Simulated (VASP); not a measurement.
Wanted: the native input for a VASP 6.6.1 run.

```
Task                   : single point
Functional             : LDA
Potentials or basis    : VASP PAW LDA potentials, release 64 (Au)
Cutoff                 : 520 eV
k mesh                 : 10 × 10 × 1
Occupations            : fermi-dirac, width 0.05 eV
Spin                   : no spin polarisation
Dipole correction      : no
Further INCAR settings : ALGO = Normal; EDIFF = 1e-06; NBANDS = 12
```

The structure of Au lies in POSCAR:

```
Au
1.0
    2.6622700000      0.0000000000      0.0000000000
    0.0000000000      2.6617000000      0.0000000000
    0.0000000000      0.0000000000     23.8000000000
Au
1
Direct
    0.0000000000      0.5000000000      0.2941200000
```

One way to write it, as run:

INCAR

```
SYSTEM = Au
PREC = Accurate
ENCUT = 520
EDIFF = 1E-6
ISMEAR = -1
SIGMA = 0.05
LREAL = .False.
LASPH = .True.
NELM = 100
ALGO = Normal
ISIF = 2
LWAVE = .False.
LCHARG = .False.
NBANDS = 12
```

KPOINTS

```
regular mesh
0
Gamma
  10 10 1
  0 0 0
```

Potentials or basis: VASP PAW LDA potentials, release 64 (Au).

Command:

```console
$ cat potpaw_LDA.64/Au/POTCAR > POTCAR
$ mpirun -np 1 vasp_std > vasp.out
```

It used 140 s of CPU time on 1 thread of AMD EPYC 7R13 Processor (Zen 3), with other jobs on the host.
